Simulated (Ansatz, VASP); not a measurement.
**SbP2 in VASP and in Ansatz**

```
Sb P
1.0
     4.45874    0.00000    0.00000
     0.00000    4.45874    0.00000
     0.00000    0.00000    6.36277
Sb P
2 4
Direct
  0.00000 0.50000 0.51116
  0.50000 0.00000 0.48884
  0.00000 0.00000 0.00000
  0.50000 0.50000 0.00000
  0.00000 0.50000 0.10439
  0.50000 0.00000 0.89561
```

Alike in both runs: functional r2SCAN; k mesh 8 × 8 × 6; occupations gaussian, width 0.1 eV; no spin polarisation.

Ansatz relaxed the structure, and its values are those at the end. VASP's run is a single point on that final structure, the one shown.

|  | VASP | Ansatz |
| --- | --- | --- |
| version | VASP 6.6.1 | Ansatz 0.2.0 |
| potentials or method | VASP PAW PBE potentials, release 64 (Sb, P), cutoff 520 eV | scalar-relativistic, plane waves, PAW |
| valence electrons in the cell | 30 | 50 |

Ansatz gave:

* gap on the k mesh at the Fermi level (eV): none
* pressure (GPa): 0.0
* rms of the force components (eV/Å): 0.000

Question: What did VASP give for the same quantities?

Answer: gap on the k mesh at the Fermi level (eV): none; pressure (GPa): -0.2; rms of the force components (eV/Å): 0.018.

VASP's potentials were made for PBE, not for r2SCAN. A gap of «none» marks a metal or a gap that the smearing closes. The functional is the same, so the differences come from potentials, cutoffs and numerics. VASP's potentials hold 30 valence electrons a cell and Ansatz's 50, so a difference there can come from the potentials and not from the codes.

Neither program's run includes spin-orbit coupling.
